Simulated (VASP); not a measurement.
# V (Im-3m) in VASP: a series of runs

V is run at these levels: PBEsol; tasks: single point, relaxation of cell and atoms.

Program: VASP 6.6.1. These are calculated values, not measurements. Logs are shortened: lines on timing, memory, paths and dates and some standing lists are left out, and cuts for length are marked.

## (1) The cell of the first run

Symmetry: Im-3m, No. 229, cubic system. Conventional cell: a = 2.721 Å, b = 2.721 Å, c = 2.721 Å, α = 90.00°, β = 90.00°, γ = 90.00°. Within 3.1 Å of V (site symmetry m-3m) lie 14 V at 2.36 to 2.72 Å.

## (2) Single point, PBEsol

Contents of INCAR:

```
PREC = Accurate
ENCUT = 520
EDIFF = 1E-6
ISMEAR = -1
SIGMA = 0.05
LREAL = F
LASPH = T
NELM = 60
ALGO = Normal
ISIF = 2
LWAVE = F
LCHARG = F
GGA = PS
NBANDS = 12
```

Contents of KPOINTS:

```
Automatic mesh
0
Gamma
  20 20 20
```

Contents of POSCAR:

```
V
1.0
   -1.3603754094      1.3603754094      1.3603754094
    1.3603754094     -1.3603754094      1.3603754094
    1.3603754094      1.3603754094     -1.3603754094
V
1
Direct
    0.0000000000      0.0000000000      0.0000000000
```

Potentials or basis: VASP PAW PBE potentials, release 64 (V_sv).

Run with:

```console
cat potpaw_PBE.64/V_sv/POTCAR > POTCAR
mpirun -np 1 vasp_std > vasp.out
```

OUTCAR:

```text
PREC = Accurate
   ENCUT = 520
   EDIFF = 1E-6
   ISMEAR = -1
   LREAL = F
   LASPH = T
   NELM = 60
   ISIF = 2
   GGA = PS

 ion  position               nearest neighbor table
   1  0.000  0.000  0.000-

  LATTYP: Found a body centered cubic cell.
 ALAT       =     2.7207508188

  Lattice vectors:

 A1 = (  -1.3603754094,   1.3603754094,   1.3603754094)
 A2 = (   1.3603754094,  -1.3603754094,   1.3603754094)
 A3 = (   1.3603754094,   1.3603754094,  -1.3603754094)

Analysis of symmetry for initial positions (statically):
=====================================================================
 Subroutine PRICEL returns:
 Original cell was already a primitive cell.

 Routine SETGRP: Setting up the symmetry group for a
 body centered cubic supercell.

 Subroutine GETGRP returns: Found 48 space group operations
 (whereof 48 operations were pure point group operations)
 out of a pool of 48 trial point group operations.

The static configuration has the point symmetry O_h .

Analysis of symmetry for dynamics (positions and initial velocities):
=====================================================================
 Subroutine PRICEL returns:
 Original cell was already a primitive cell.

 Routine SETGRP: Setting up the symmetry group for a
 body centered cubic supercell.

 Subroutine GETGRP returns: Found 48 space group operations
 (whereof 48 operations were pure point group operations)
 out of a pool of 48 trial point group operations.

The dynamic configuration has the point symmetry O_h .

 Subroutine INISYM returns: Found 48 space group operations
 (whereof 48 operations are pure point group operations),
 and found     1 'primitive' translations

----------------------------------------------------------------------------------------

                                     Primitive cell

  volume of cell :      10.0702

  direct lattice vectors                    reciprocal lattice vectors
    -1.360375409  1.360375409  1.360375409     0.000000000  0.367545603  0.367545603
     1.360375409 -1.360375409  1.360375409     0.367545603  0.000000000  0.367545603
     1.360375409  1.360375409 -1.360375409     0.367545603  0.367545603  0.000000000

  length of vectors
     2.356239326  2.356239326  2.356239326     0.519787976  0.519787976  0.519787976

  position of ions in fractional coordinates (direct lattice)
     0.000000000  0.000000000  0.000000000

  ion indices of the primitive-cell ions
   primitive index   ion index
                 1           1

----------------------------------------------------------------------------------------

 KPOINTS: Automatic mesh

Automatic generation of k-mesh.
 Grid dimensions read from file:
 generate k-points for:   20   20   20

 Generating k-lattice:

  Cartesian coordinates                     Fractional coordinates (reciprocal lattice)
     0.000000000  0.018377280  0.018377280     0.050000000  0.000000000  0.000000000
     0.018377280  0.000000000  0.018377280     0.000000000  0.050000000  0.000000000
     0.018377280  0.018377280  0.000000000     0.000000000  0.000000000  0.050000000

  Length of vectors
     0.025989399  0.025989399  0.025989399

  Shift w.r.t. Gamma in fractional coordinates (k-lattice)
     0.000000000  0.000000000  0.000000000

 Subroutine IBZKPT returns following result:
 ===========================================

 Found    256 irreducible k-points:

 Following reciprocal coordinates:
            Coordinates               Weight
  0.000000  0.000000  0.000000      1.000000
  0.050000  0.000000  0.000000     12.000000
  0.100000  0.000000  0.000000     12.000000
  0.150000  0.000000  0.000000     12.000000
  0.200000  0.000000  0.000000     12.000000
  0.250000  0.000000  0.000000     12.000000
[... 16 lines left out ...]
  0.200000  0.100000  0.000000     48.000000
  0.250000  0.100000 -0.000000     48.000000
 [... further k-points ...]
   k-points           NKPTS =    256   k-points in BZ     NKDIM =    256   number of bands    NBANDS=     12
   number of dos      NEDOS =    301   number of ions     NIONS =      1
   total plane-waves  NPLWV =   5832
   dimension x,y,z NGX =    18 NGY =   18 NGZ =   18
   dimension x,y,z NGXF=    36 NGYF=   36 NGZF=   36
   ions per type =               1
   NGX,Y,Z   is equivalent  to a cutoff of  12.70, 12.70, 12.70 a.u.
   NGXF,Y,Z  is equivalent  to a cutoff of  25.40, 25.40, 25.40 a.u.
 SYSTEM =  unknown system
   PREC   = accura    normal or accurate (medium, high low for compatibility)
   ISTART =      0    job   : 0-new  1-cont  2-samecut
   ICHARG =      2    charge: 1-file 2-atom 10-const
   ISPIN  =      1    spin polarized calculation?
   LNONCOLLINEAR =      F non collinear calculations
   LSORBIT =      F    spin-orbit coupling
   LASPH  =      T    aspherical Exc in radial PAW
   ENCUT  =  520.0 eV  38.22 Ry    6.18 a.u.   4.38  4.38  4.38*2*pi/ulx,y,z
   NELM   =     60;   NELMIN=  2; NELMDL= -5     # of ELM steps
   EDIFF  = 0.1E-05   stopping-criterion for ELM
   LREAL  =      F    real-space projection
   EDIFFG = 0.1E-04   stopping-criterion for IOM
   NSW    =      0    number of steps for IOM
   IBRION =     -1    ionic relax: 0-MD 1-quasi-New 2-CG
   NFREE  =      0    steps in history (QN), initial steepest desc. (CG)
   ISIF   =      2    stress and relaxation
   ISYM   =      2    0-nonsym 1-usesym 2-fastsym
   POTIM  = 0.5000    time-step for ionic-motion
   TEBEG  =    0.0;   TEEND  =   0.0 temperature during run
   PSTRESS=    0.0 pullay stress
   NELECT =      13.0000    total number of electrons
   NUPDOWN=      -1.0000    fix difference up-down
   EMIN   =  10.00;   EMAX   =-10.00  energy-range for DOS
   EFERMI =   0.00;   METHOD = LEGACY
   ISMEAR =    -1;   SIGMA  =   0.05  broadening in eV -4-tet -1-fermi 0-gaus
   EFERMI_NEDOS =   21; number of points for ismear=-14 and -15
   IALGO  =     38    algorithm
   IMIX   =      4    mixing-type and parameters
     AMIX     =   0.40;   BMIX     =  1.00
     AMIX_MAG =   1.60;   BMIX_MAG =  1.00
  volume/ion in A,a.u.               =      10.07        67.96
  Fermi-wavevector in a.u.,A,eV,Ry     =   1.782559  3.368548 43.232724  3.177516
  Thomas-Fermi vector in A             =   2.846924
   LORBIT       =      0    0 simple, 1 ext, 2 COOP (PROOUT), +10 PAW based schemes
   GGA     = PS    functional components
   LHFCALC =     F    Hartree Fock is set to
   AEXX    =    0.0000 exact exchange contribution
   IVDW    =     0    specifies the selected vdW correction
   LEPSILON=     F    determine dielectric tensor
   LRPA    =     F    only Hartree local field effects (RPA)
 non-spin polarized calculation
  energy-cutoff  :      520.00
  volume of cell :       10.07
 maximum number of plane-waves:       279
 NGX is ok and might be reduce to    18
   NGX =  9   NGY =  9   NGZ =  9

 number of electron      12.9999995 magnetization

 Free energy of the ion-electron system (eV)
  ---------------------------------------------------
  ext. energy  EPLUGINS =         0.00000000
  ---------------------------------------------------
  free energy    TOTEN  =        -9.05167435 eV

  energy without entropy =       -9.04133135  energy(sigma->0) =       -9.04650285

 E-fermi :  13.7041     XC(G=0): -14.7406

 val. band max:       13.6896909774   @ k =  -0.2000   0.2000   0.0500
 cond. band min:      13.7044413039   @ k =  -0.1500   0.2000   0.0500
 fundamental gap:      0.0147503265
 Fermi energy:        13.7040887300

 k-point     1 :       0.0000    0.0000    0.0000
  band No.  band energies     occupation
      1     -49.6546      2.00000
      2     -22.2736      2.00000
      3     -22.2736      2.00000
      4     -22.2736      2.00000
      5       6.7210      2.00000
      6      14.0567      0.00173
      7      14.0567      0.00173
      8      14.0567      0.00173
      9      16.9239      0.00000
     10      16.9239      0.00000
     11      36.4122      0.00000
     12      36.4122      0.00000

 k-point     2 :       0.0500    0.0000    0.0000
  band No.  band energies     occupation
      1     -49.6404      2.00000
      2     -22.3312      2.00000
      3     -22.2900      2.00000
      4     -22.2744      2.00000
      5       6.8563      2.00000
      6      13.9893      0.00664
      7      14.0436      0.00225
      8      14.1644      0.00020
      9      16.8385      0.00000
     10      16.9273      0.00000
     11      36.3890      0.00000
     12      36.4457      0.00000

 k-point     3 :       0.1000    0.0000    0.0000
  band No.  band energies     occupation
      1     -49.5991      2.00000
      2     -22.4969      2.00000
      3     -22.3374      2.00000
      4     -22.2767      2.00000
      5       7.2472      2.00000
      6      13.7979      0.26542
      7      13.9871      0.00694
      8      14.4820      0.00000
      9      16.6359      0.00000
     10      16.9402      0.00000
     11      36.2507      0.00000
     12      36.4808      0.00000
[... 286 lines left out ...]
 k-point    23 :       0.2000    0.1000    0.0000
  band No.  band energies     occupation
      1     -49.3294      2.00000
      2     -23.4624      2.00000
      3     -22.6165      2.00000
      4     -22.3579      2.00000
      5       9.5291      2.00000
      6      12.8039      2.00000
      7      13.2338      1.99984
      8      16.2172      0.00000
      9      16.9536      0.00000
     10      17.3515      0.00000
     11      33.8521      0.00000
     12      34.8501      0.00000

 k-point    24 :       0.2500    0.1000   -0.0000
  band No.  band energies     occupation
      1     -49.2394      2.00000
      2     -23.7544      2.00000
      3     -22.7321      2.00000
      4     -22.3665      2.00000
      5       9.9184      2.00000
      6      12.4775      2.00000
      7      13.4438      1.98910
      8      16.3942      0.00000
      9      17.4303      0.00000
     10      17.9340      0.00000
     11      32.4598      0.00000
     12      33.9075      0.00000

 [... further k-points ...]
[... 5 lines left out ...]
  --------------------------------------------------------------------------------------
  -------------------------------------------------------------------------------------
  Total        4.9785288      4.9785288      4.9785288     -0.0000000      0.0000000     -0.0000000
  in kB      792.0913904    792.0913904    792.0913904     -0.0000000      0.0000000     -0.0000000
  external PRESSURE =     792.0913904 kB  Pullay stress =       0.0000000 kB

 VOLUME and BASIS-vectors are now :
 -----------------------------------------------------------------------------
  energy-cutoff  :      520.00
  volume of cell :       10.07
      direct lattice vectors                 reciprocal lattice vectors
    -1.360375409  1.360375409  1.360375409     0.000000000  0.367545603  0.367545603
     1.360375409 -1.360375409  1.360375409     0.367545603  0.000000000  0.367545603
     1.360375409  1.360375409 -1.360375409     0.367545603  0.367545603  0.000000000

 POSITION                                       TOTAL-FORCE (eV/Angst)
 -----------------------------------------------------------------------------------
      0.00000      0.00000      0.00000        -0.000000      0.000000      0.000000
 -----------------------------------------------------------------------------------
    total drift:                                0.000000     -0.000000      0.000000

  FREE ENERGIE OF THE ION-ELECTRON SYSTEM (eV)
  ---------------------------------------------------
  free  energy   TOTEN  =        -9.0516743517 eV

  energy  without entropy=       -9.0413313540  energy(sigma->0) =       -9.04650285
```

Wall time 32 s (1 thread of AMD EPYC 7R43 (Zen 3), shared host); peak memory 0.11 GiB.

Results:

- Free energy: -9.0517 eV
- Pressure: 79.2 GPa

Caveat: the PAW data sets were made with another functional, which shifts forces and pressure a little.

[end of part 1 of 2]
